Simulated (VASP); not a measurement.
Ba2TeS: single point with PBE

Ba2TeS:

```
S Ba Te
1.0
     4.69786    0.00000    0.00000
     0.00000    4.69786    0.00000
     0.00000    0.00000    6.65035
S Ba Te
1 2 1
Cartesian
  0.0000 0.0000 0.0000
  0.0000 0.0000 3.3252
  2.3489 2.3489 0.0000
  2.3489 2.3489 3.3252
```

* Program: VASP 6.6.1
* Task: single point
* Functional: PBE
* Potentials or basis: VASP PAW PBE potentials, release 64 (S, Ba_sv, Te)
* Cutoff: 520 eV
* k mesh: 4 × 4 × 4
* Occupations: gaussian, width 0.01 eV
* Spin: no spin polarisation
* Dipole correction: no
* Further INCAR settings: ALGO = Normal; EDIFF = 1e-06; NBANDS = 24

```yaml
Pressure: 2.9 GPa
Band_gap_on_the_k_mesh: 1.55 eV
```

Levels at points of the mesh, in eV from the valence-band top:
```csv
k point,band 13,band 14,band 15,band 16,band 17,band 18,band 19,band 20
"(0.00, 0.00, 0.00)",-0.35,-0.07,0.00,0.00,1.55,3.17,3.24,3.24
"(0.50, 0.00, 0.00)",-1.26,-1.02,-0.73,-0.69,3.69,4.43,4.48,4.63
"(0.50, 0.50, 0.00)",-0.39,-0.32,-0.32,-0.24,1.63,1.63,4.84,4.92
"(0.00, 0.00, 0.50)",-0.38,-0.38,-0.21,-0.21,1.90,2.63,3.99,4.17
"(0.50, 0.00, 0.50)",-1.36,-1.21,-1.15,-1.09,4.61,4.95,4.96,5.11
"(0.50, 0.50, 0.50)",-0.85,-0.85,-0.76,-0.76,3.46,3.46,4.09,4.09
```

It took 100 s on 1 thread of Intel Xeon 8259CL, on a shared host, peak memory 0.27 GiB.

Caveat: spin-orbit coupling is left out, which moves the levels of the heavy elements. A k mesh can miss the band edges.
